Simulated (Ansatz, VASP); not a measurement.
**HfSi3Br4: VASP beside Ansatz**

The input INCAR:

```
  PREC = Accurate
  ENCUT = 600
  EDIFF = 1E-6
  ISMEAR = 0
  SIGMA = 0.1
  LREAL = False
  LASPH = True
  NELM = 80
  ALGO = Normal
  ISIF = 3
  LWAVE = False
  LCHARG = False
  GGA = PE
  IBRION = 2
  NSW = 100
  EDIFFG = -0.01
```

File KPOINTS:

```
Automatic mesh
0
Gamma
  8 8 8
```

File POSCAR:

```
HfSi3Br4
1.0
    5.8133082056      0.0000000000      0.0000000000
    0.0000000000      5.8133082056      0.0000000000
    0.0000000000      0.0000000000      5.8133082056
Hf Si Br
1 3 4
Direct
    0.0000000000      0.0000000000      0.0000000000
    0.0000000000      0.5000000000      0.5000000000
    0.5000000000      0.0000000000      0.5000000000
    0.5000000000      0.5000000000      0.0000000000
    0.5000000000      0.0000000000      0.0000000000
    0.0000000000      0.5000000000      0.0000000000
    0.0000000000      0.0000000000      0.5000000000
    0.5000000000      0.5000000000      0.5000000000
```

Input for Ansatz:

```yaml
crystal:
  lattice:
    - [5.8133082056, 0.0, 0.0]
    - [0.0, 5.8133082056, 0.0]
    - [0.0, 0.0, 5.8133082056]
  atoms:
    - { symbol: Hf, position: [0.0, 0.0, 0.0] }
    - { symbol: Si, position: [0.0, 0.5, 0.5] }
    - { symbol: Si, position: [0.5, 0.0, 0.5] }
    - { symbol: Si, position: [0.5, 0.5, 0.0] }
    - { symbol: Br, position: [0.5, 0.0, 0.0] }
    - { symbol: Br, position: [0.0, 0.5, 0.0] }
    - { symbol: Br, position: [0.0, 0.0, 0.5] }
    - { symbol: Br, position: [0.5, 0.5, 0.5] }
basis:
  ecutwfc: 420
kpoints:
  mp_grid: { grid: [8, 8, 8] }
hamiltonian:
  xc: pbe
scf:
  occupations: { method: gaussian, width: 0.1 }
output:
  forces: true
  stress: true
  eigenvalues: true
  write_density: true
  write_potential: true
  elf: true
  volumetric_format: npy
relax:
  adjacent_minimum: "off"
  f_tol: 0.01
  max_steps: 80
  cell: { stress_tol: 0.05 }
```

Alike in both runs: task relaxation of cell and atoms; functional PBE; k mesh 8 × 8 × 8; occupations gaussian, width 0.1 eV; no spin polarisation.

|  | VASP | Ansatz |
| --- | --- | --- |
| version | VASP 6.6.1 | Ansatz 0.2.0 |
| potentials or method | VASP PAW PBE potentials, release 64 (Hf_pv, Si, Br), cutoff 600 eV | scalar-relativistic, plane waves, PAW |
| valence electrons in the cell | 50 | 66 |

```tsv
	VASP	Ansatz	Ansatz less VASP
gap on the k mesh at the Fermi level, each at its own relaxed structure (eV)	none	none	-
relaxed volume (Å³/atom)	24.61	24.71	+0.097
relaxed length of the cell vector where the two differ most in proportion (Å)	5.818	5.825	+0.0077
```

A gap of «none» marks a metal or a gap that the smearing closes. VASP's potentials hold 50 valence electrons a cell and Ansatz's 66, so a difference there can come from the potentials and not from the codes.

Neither program's run includes spin-orbit coupling. Noted on VASP's run: too few bands were computed for a metal, which touches its energy and stress.
